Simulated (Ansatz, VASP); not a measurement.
C: VASP beside Ansatz

```
C
1.0
     2.47806    0.00000    0.00000
    -1.23903    2.14606    0.00000
     0.00000    0.00000    3.55878
C
2
Direct
  0.32863 0.65727 0.00000
  0.67137 0.34273 0.00000
```

Change from the starting cell: mode 6 frozen in at -0.020 Å, equal normal strain along x, y and z +0.0083.

Alike in both runs: task single point; functional PBEsol; dispersion D3(BJ); k mesh 21 × 21 × 12; occupations gaussian, width 0.15 eV; no spin polarisation.

```csv
,VASP,Ansatz
version,VASP 6.6.1,Ansatz 0.2.0
potentials or method,"VASP PAW PBE potentials, release 64 (C), cutoff 520 eV","scalar-relativistic, plane waves, PAW"
valence electrons in the cell,8,8
```

```tsv
	VASP	Ansatz	Ansatz less VASP
gap on the k mesh at the Fermi level (eV)	none	none	-
pressure (GPa)	-5.3	-6.0	-0.65
traceless stress, the component that is largest in VASP (GPa)	-6.11	-6.38	-0.266
rms of the force components (eV/Å)	1.156	1.152	-0.0039
```

VASP's potentials were made for PBE, not for PBEsol, and Ansatz warns of the same on its side. Atom by atom the forces differ by 0.004 eV/Å (rms over components). A gap of «none» marks a metal or a gap that the smearing closes.
